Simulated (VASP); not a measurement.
Wanted: the native input for a VASP 6.6.1 run.

```yaml
Task: single point
Functional: r2SCAN
Potentials_or_basis: VASP PAW PBE potentials, release 64 (B, N, Y_sv)
Cutoff: 520 eV
k_mesh: 10 × 10 × 6
Occupations: fermi-dirac, width 0.02 eV
Spin: no spin polarisation
Dipole_correction: no
Further_INCAR_settings: ALGO = Normal; EDIFF = 1e-06; NBANDS = 30
```

The system is YB3N4.

```
B N Y
1.0
     4.80160   -1.35843    0.63533
     4.80160    1.35843    0.63533
    -1.58113    0.00000    5.08661
B N Y
3 4 1
Direct
  0.94953 0.94953 0.16908
  0.26412 0.26412 0.94222
  0.52064 0.52064 0.84322
  0.80041 0.80041 0.10305
  0.10668 0.10668 0.79190
  0.36660 0.36660 0.73162
  0.52184 0.52184 0.16836
  0.72018 0.72018 0.50053
```

These files were run (other wordings do the same):

POSCAR

```
YB3N4
1.0
    4.8016008708     -1.3584326776      0.6353254867
    4.8016008708      1.3584326776      0.6353254867
   -1.5811257211      0.0000000000      5.0866092224
B N Y
3 4 1
Direct
   -0.0504707364     -0.0504707364      0.1690838554
    0.2641242327      0.2641242327      0.9422230919
    0.5206416513      0.5206416513      0.8432226847
    0.8004102568      0.8004102568      0.1030540257
    0.1066782340      0.1066782340      0.7919036251
    0.3665967842      0.3665967842      0.7316186431
    0.5218363558      0.5218363558      0.1683590761
    0.7201832215      0.7201832215      0.5005349980
```

INCAR.step1

```
SYSTEM = YB3N4
ALGO     = Normal         ! electronic algorithm
EDIFF    = 1E-4           ! SCF threshold, eV
ENCUT    = 520            ! plane-wave cutoff, eV
GGA      = PE             ! functional
ISMEAR   = -1             ! smearing method
LASPH    = .True.         ! aspherical terms in the spheres
LCHARG   = .False.        ! write CHGCAR
LREAL    = .False.        ! projectors in reciprocal space
LWAVE    = .True.         ! write WAVECAR
NBANDS   = 30             ! bands
NELM     = 100            ! most SCF steps
PREC     = Accurate       ! precision mode
SIGMA    = 0.02           ! smearing width, eV
```

INCAR.step2

```
SYSTEM = YB3N4
ALGO     = Normal         ! electronic algorithm
EDIFF    = 1E-6           ! SCF threshold, eV
ENCUT    = 520            ! plane-wave cutoff, eV
ISIF     = 2              ! what is computed and relaxed
ISMEAR   = -1             ! smearing method
ISTART   = 1            
LASPH    = .True.         ! aspherical terms in the spheres
LCHARG   = .False.        ! write CHGCAR
LMIXTAU  = .True.       
LREAL    = .False.        ! projectors in reciprocal space
LWAVE    = .False.        ! write WAVECAR
METAGGA  = R2SCAN         ! meta-GGA
NBANDS   = 30             ! bands
NELM     = 100            ! most SCF steps
PREC     = Accurate       ! precision mode
SIGMA    = 0.02           ! smearing width, eV
```

KPOINTS

```
k-points
0
Gamma
  10 10 6
  0 0 0
```

Potentials or basis: VASP PAW PBE potentials, release 64 (B, N, Y_sv).

Launch:

```sh
$ cat potpaw_PBE.64/B/POTCAR potpaw_PBE.64/N/POTCAR potpaw_PBE.64/Y_sv/POTCAR > POTCAR
$ cp INCAR.step1 INCAR
$ mpirun -np 1 vasp_std > vasp.out
$ cp INCAR.step2 INCAR
$ mpirun -np 1 vasp_std > vasp.out
```

Results of the run:

- Pressure: 0.5 GPa
- Largest force: 0.054 eV/Å
- Band gap on the k mesh: 0.49 eV (least direct gap 0.51 eV)

Caveat: the PAW data sets were made with another functional, which shifts forces and pressure a little.

It took 49 min on 1 thread of Intel Xeon 8259CL, with other jobs on the host, peak memory 0.52 GiB.
